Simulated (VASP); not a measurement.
Write the native input for VASP 6.6.1 that does the following.

| Property | Result |
| --- | --- |
| Task | electric field gradients |
| Functional | r2SCAN |
| Dispersion | rVV10 |
| Potentials or basis | VASP PAW PBE potentials, release 64 (S, Be) |
| Cutoff | 520 eV |
| k mesh | 9 × 9 × 9 |
| Occupations | methfessel-paxton, width 0.1 eV |
| Spin | no spin polarisation |
| Dipole correction | no |
| Further INCAR settings | ALGO = Normal; EDIFF = 1e-08; NBANDS = 11 |

BeS:

```
S Be
1.0
     0.00000    2.42500    2.42500
     2.42500    0.00000    2.42500
     2.42500    2.42500    0.00000
S Be
1 1
Cartesian
  3.6375 3.6375 3.6375
  0.0000 0.0000 0.0000
```

The input as run:

POSCAR

```
BeS
1.0
    0.0000000000      2.4250000000      2.4250000000
    2.4250000000      0.0000000000      2.4250000000
    2.4250000000      2.4250000000      0.0000000000
S Be
1 1
Direct
    0.7500000000      0.7500000000      0.7500000000
    0.0000000000      0.0000000000      0.0000000000
```

INCAR.step1

```
PREC = Accurate ; ENCUT = 520
ISMEAR = 1 ; SIGMA = 0.1
LREAL = F ; LASPH = T
NELM = 60 ; NBANDS = 11
GGA = PE ; ALGO = Normal
EDIFF = 1E-4 ; LWAVE = T
LCHARG = F
```

INCAR.step2

```
PREC = Accurate ; ENCUT = 520
EDIFF = 1E-8 ; ISMEAR = 1
SIGMA = 0.1 ; LREAL = F
LASPH = T ; NELM = 60
ALGO = Normal ; ISIF = 2
LWAVE = F ; LCHARG = F
METAGGA = R2SCAN ; LMIXTAU = T
LUSE_VDW = T ; IVDW_NL = 2
BPARAM = 11.95 ; CPARAM = 0.0093
LEFG = T ; NBANDS = 11
ISTART = 1
```

KPOINTS

```
regular mesh
0
Gamma
  9 9 9
```

Potentials or basis: VASP PAW PBE potentials, release 64 (S, Be).

Run with:

```bash
$ cat potpaw_PBE.64/S/POTCAR potpaw_PBE.64/Be/POTCAR > POTCAR
$ cp INCAR.step1 INCAR
$ mpirun -np 1 vasp_std > vasp.out
$ cp INCAR.step2 INCAR
$ mpirun -np 1 vasp_std > vasp.out
```

Results of the run:

```
Pressure               : 0.8 GPa
Band gap on the k mesh : 3.62 eV, indirect (least direct gap 6.24 eV)
```

Caveat: without QUAD_EFG the Cq values of the log hold for a quadrupole moment of 1 mb, not for the nuclei; the PAW data sets were made with another functional, which shifts forces and pressure a little.

Wall time 90 s on 1 thread of Intel Xeon 6975P-C, on a shared host, peak memory 0.26 GiB.
